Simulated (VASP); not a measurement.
**BaTiO3 (Barioperovskite): single point with PBEsol+U**

Crystal: BaTiO3 (Barioperovskite).

```xyz
5
Lattice="3.9855 0.0000 0.0000 0.0000 2.8369 2.8451 0.0000 -2.8369 2.8451" Properties=species:S:1:pos:R:3 pbc="T T T"
Ba    0.0000    0.0000    0.0000
Ti    1.9928    0.0000    2.9157
O     0.0000    0.0000    2.7735
O     1.9928   -1.3804    4.2594
O     1.9928    1.3804    4.2594
```

```
Program             : VASP 6.6.1
Task                : single point
Functional          : PBEsol
Potentials or basis : VASP PAW PBE potentials, release 64 (Ba_sv, Ti_sv, O)
Cutoff              : 520 eV
k mesh              : 4 × 4 × 4
Occupations         : gaussian, width 0.01 eV
Spin                : no spin polarisation
Hubbard terms       : Ti d U = 2.0 eV
```

```
Pressure               : -0.5 GPa
Largest force          : 0.200 eV/Å
Band gap on the k mesh : 2.01 eV, indirect (least direct gap 2.23 eV)
```

Forces in eV/Å, atoms in the order of the input:
```
Ba   0.000  0.000  0.164
Ti   0.000  0.000 -0.048
O    0.000  0.000  0.200
O    0.000 -0.115 -0.158
O    0.000  0.115 -0.158
```

Stress tensor (GPa, compression positive):
```
-0.39  0.00  0.00
 0.00 -0.15  0.00
 0.00  0.00 -0.82
```

Levels at points of the mesh, in eV from the valence-band top:
```
           k point  band 18  band 19  band 20  band 21  band 22  band 23
(0.00, 0.00, 0.00)    -0.36    -0.27    -0.22     2.01     2.07     2.21
(0.50, 0.00, 0.00)    -1.74    -0.86    -0.82     2.23     3.69     3.78
(0.00, 0.50, 0.00)    -1.69    -0.85    -0.79     2.27     3.73     3.75
(0.50, 0.50, 0.00)    -0.91    -0.90    -0.09     3.75     3.76     4.15
(0.00, 0.50, 0.50)    -0.93    -0.89    -0.14     3.74     3.79     4.14
(0.50, 0.50, 0.50)    -0.04    -0.01     0.00     4.36     4.40     4.42
```

Eigenvalues of the final occupation matrices:
```
    site  spin  trace               eigenvalues
site 2 d     1   0.84  0.12 0.12 0.12 0.24 0.24
site 2 d     2   0.84  0.12 0.12 0.12 0.24 0.24
```

Run time: 40 s on 1 thread of Intel(R) Xeon(R) Platinum 8375C CPU @ 2.90GHz (Ice Lake), with other jobs on the host, peak memory 0.19 GiB.

Caveat: the PAW data sets were made with another functional, which shifts forces and pressure a little; spin-orbit coupling is left out, which moves the levels of the heavy elements. A k mesh can miss the band edges.
